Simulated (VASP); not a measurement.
# PtSe2 (Sudovikovite) (P-3m1) in VASP: further runs, part 2 of 2

VASP 6.6.1.

## 3. Single point, LDA

INCAR reads:

```
  PREC = Accurate
  ENCUT = 520
  EDIFF = 1E-6
  ISMEAR = 0
  SIGMA = 0.1
  LREAL = F
  LASPH = T
  NELM = 100
  ALGO = Normal
  ISIF = 2
  LWAVE = F
  LCHARG = F
  NBANDS = 18
```

KPOINTS reads:

```
Automatic mesh
0
Gamma
  9 9 6
```

POSCAR reads:

```
PtSe2
1.0
    3.7240000000      0.0000000000      0.0000000000
   -1.8620000000      3.2250786037      0.0000000000
    0.0000000000      0.0000000000      5.0620000000
Pt Se
1 2
Direct
    0.0000000000      0.0000000000      0.0000000000
    0.3333333333      0.6666666667      0.2500000000
    0.6666666667      0.3333333333      0.7500000000
```

Potentials or basis: VASP PAW LDA potentials, release 64 (Pt, Se).

Launch:

```sh
> cat potpaw_LDA.64/Pt/POTCAR potpaw_LDA.64/Se/POTCAR > POTCAR
> mpirun -np 1 vasp_std > vasp.out
```

OUTCAR:

```text
PREC = Accurate
   ENCUT = 520
   EDIFF = 1E-6
   ISMEAR = 0
   LREAL = F
   LASPH = T
   NELM = 100
   ISIF = 2

 ion  position               nearest neighbor table
   1  0.000  0.000  0.000-   2 2.49   3 2.49   3 2.49   2 2.49   3 2.49   2 2.49
   2  0.333  0.667  0.250-   1 2.49   1 2.49   1 2.49
   3  0.667  0.333  0.750-   1 2.49   1 2.49   1 2.49

  LATTYP: Found a hexagonal cell.
 ALAT       =     3.7240000000
 C/A-ratio  =     1.3592910849

  Lattice vectors:

 A1 = (   3.7240000000,   0.0000000000,   0.0000000000)
 A2 = (  -1.8620000000,   3.2250786037,   0.0000000000)
 A3 = (   0.0000000000,   0.0000000000,   5.0620000000)

Analysis of symmetry for initial positions (statically):
=====================================================================
 Subroutine PRICEL returns:
 Original cell was already a primitive cell.

 Routine SETGRP: Setting up the symmetry group for a
 hexagonal supercell.

 Subroutine GETGRP returns: Found 12 space group operations
 (whereof 12 operations were pure point group operations)
 out of a pool of 24 trial point group operations.

The static configuration has the point symmetry D_3d.

Analysis of symmetry for dynamics (positions and initial velocities):
=====================================================================
 Subroutine PRICEL returns:
 Original cell was already a primitive cell.

 Routine SETGRP: Setting up the symmetry group for a
 hexagonal supercell.

 Subroutine GETGRP returns: Found 12 space group operations
 (whereof 12 operations were pure point group operations)
 out of a pool of 24 trial point group operations.

The dynamic configuration has the point symmetry D_3d.

 Subroutine INISYM returns: Found 12 space group operations
 (whereof 12 operations are pure point group operations),
[... 107 lines left out ...]
   TEBEG  =    0.0;   TEEND  =   0.0 temperature during run
   PSTRESS=    0.0 pullay stress
   NELECT =      22.0000    total number of electrons
   NUPDOWN=      -1.0000    fix difference up-down
   EMIN   =  10.00;   EMAX   =-10.00  energy-range for DOS
   EFERMI =   0.00;   METHOD = LEGACY
   ISMEAR =     0;   SIGMA  =   0.10  broadening in eV -4-tet -1-fermi 0-gaus
   EFERMI_NEDOS =   21; number of points for ismear=-14 and -15
   IALGO  =     38    algorithm
   IMIX   =      4    mixing-type and parameters
     AMIX     =   0.40;   BMIX     =  1.00
     AMIX_MAG =   1.60;   BMIX_MAG =  1.00
  volume/ion in A,a.u.               =      20.27       136.76
  Fermi-wavevector in a.u.,A,eV,Ry     =   1.166608  2.204570 18.517184  1.360975
  Thomas-Fermi vector in A             =   2.303119
   LORBIT       =      0    0 simple, 1 ext, 2 COOP (PROOUT), +10 PAW based schemes
   GGA     = CA    functional components
   LHFCALC =     F    Hartree Fock is set to
   AEXX    =    0.0000 exact exchange contribution
   IVDW    =     0    specifies the selected vdW correction
   LEPSILON=     F    determine dielectric tensor
   LRPA    =     F    only Hartree local field effects (RPA)
 non-spin polarized calculation
 Gauss-broadening in eV      SIGMA  =   0.10
  energy-cutoff  :      520.00
  volume of cell :       60.80
 maximum number of plane-waves:      1650
   NGX = 13   NGY = 13   NGZ = 19

 number of electron      21.9999998 magnetization

 Free energy of the ion-electron system (eV)
  ---------------------------------------------------
  ext. energy  EPLUGINS =         0.00000000
  ---------------------------------------------------
  free energy    TOTEN  =       -17.06010481 eV

  energy without entropy =      -17.05626151  energy(sigma->0) =      -17.05818316

 E-fermi :   6.5268     XC(G=0): -10.8993

 val. band max:        6.5195702301   @ k =   0.1111  -0.0000   0.0000
 cond. band min:       6.5281471781   @ k =   0.0000   0.3333   0.3333
 fundamental gap:      0.0085769480
 Fermi energy:         6.5267795285

 k-point     1 :       0.0000    0.0000    0.0000
  band No.  band energies     occupation
      1      -9.2147      2.00000
      2      -6.3908      2.00000
      3      -0.6986      2.00000
      4       0.0010      2.00000
      5       0.0010      2.00000
      6       2.4881      2.00000
[... 481 lines left out ...]
      5       0.8020      2.00000
      6       1.2289      2.00000
[... 10 lines left out ...]
     17      14.2308      0.00000
     18      16.0739      0.00000

 [... further k-points ...]
[... 5 lines left out ...]
  --------------------------------------------------------------------------------------
  -------------------------------------------------------------------------------------
  Total        0.1375920      0.1375920     -0.3522318      0.0000000     -0.0000000      0.0000000
  in kB        3.6260334      3.6260334     -9.2825431      0.0000000     -0.0000000      0.0000000
  external PRESSURE =      -0.6768254 kB  Pullay stress =       0.0000000 kB

 VOLUME and BASIS-vectors are now :
 -----------------------------------------------------------------------------
  energy-cutoff  :      520.00
  volume of cell :       60.80
      direct lattice vectors                 reciprocal lattice vectors
     3.724000000  0.000000000  0.000000000     0.268528464  0.155034981  0.000000000
    -1.862000000  3.225078604  0.000000000     0.000000000  0.310069962  0.000000000
     0.000000000  0.000000000  5.062000000     0.000000000  0.000000000  0.197550375

 POSITION                                       TOTAL-FORCE (eV/Angst)
 -----------------------------------------------------------------------------------
      0.00000      0.00000      0.00000        -0.000000      0.000000      0.000000
     -0.00000      2.15005      1.26550         0.000000      0.000000      0.221463
      1.86200      1.07503      3.79650         0.000000     -0.000000     -0.221463
 -----------------------------------------------------------------------------------
    total drift:                               -0.000000     -0.000000     -0.000000

  FREE ENERGIE OF THE ION-ELECTRON SYSTEM (eV)
  ---------------------------------------------------
  free  energy   TOTEN  =       -17.0601048120 eV

  energy  without entropy=      -17.0562615121  energy(sigma->0) =      -17.05818316
```

OSZICAR:

```text
N       E                     dE             d eps       ncg     rms          rms(c)
DAV:   1     0.109186577734E+03    0.10919E+03   -0.10090E+04  2248   0.108E+03
DAV:   2    -0.125935867896E+02   -0.12178E+03   -0.11796E+03  2734   0.213E+02
DAV:   3    -0.178744481255E+02   -0.52809E+01   -0.52370E+01  2764   0.441E+01
DAV:   4    -0.179169528540E+02   -0.42505E-01   -0.42486E-01  2732   0.424E+00
DAV:   5    -0.179173775561E+02   -0.42470E-03   -0.42469E-03  2724   0.416E-01    0.132E+01
DAV:   6    -0.173006539948E+02    0.61672E+00   -0.41190E+00  2338   0.184E+01    0.790E+00
DAV:   7    -0.170930140142E+02    0.20764E+00   -0.80507E-01  2304   0.890E+00    0.395E+00
DAV:   8    -0.170625702992E+02    0.30444E-01   -0.54143E-02  2480   0.167E+00    0.791E-01
DAV:   9    -0.170601039843E+02    0.24663E-02   -0.56904E-03  2420   0.689E-01    0.208E-01
DAV:  10    -0.170601178904E+02   -0.13906E-04   -0.89047E-04  2568   0.195E-01    0.434E-02
DAV:  11    -0.170601062541E+02    0.11636E-04   -0.61080E-05  2538   0.720E-02    0.220E-02
DAV:  12    -0.170601049078E+02    0.13463E-05   -0.52669E-06  2466   0.168E-02    0.301E-03
DAV:  13    -0.170601048120E+02    0.95744E-07   -0.63753E-07  1298   0.577E-03
   1 F= -.17060105E+02 E0= -.17058183E+02  d E =-.384330E-02
```

stdout:

```text
POSCAR found type information on POSCAR PtSe
 POSCAR found :  2 types and       3 ions
 scaLAPACK will be used
 LDA part: xc-table for (Slater(with rela. corr.)+CA(PZ))
 , standard interpolation
 POSCAR, INCAR and KPOINTS ok, starting setup
 FFT: planning ... GRIDC
 FFT: planning ... GRID_SOFT
 FFT: planning ... GRID
 WAVECAR not read
 entering main loop
```

Wall time 2.2 min (1 thread of AMD EPYC, shared host); peak memory 0.17 GiB.

What came out:

```
Free energy            : -17.0601 eV
Pressure               : -0.1 GPa
Largest force          : 0.221 eV/Å
Band gap on the k mesh : zero (band 11 reaches 6.91 eV, above the bottom of band 12 at 6.48 eV)
```

Forces in eV/Å, atoms in the order of the input:
```
Pt   0.000  0.000  0.000
Se   0.000  0.000  0.221
Se   0.000  0.000 -0.221
```

Stress tensor (GPa, compression positive):
```
 0.36  0.00  0.00
 0.00  0.36  0.00
 0.00  0.00 -0.93
```

Caveat: spin-orbit coupling is left out, which moves the levels of the heavy elements.
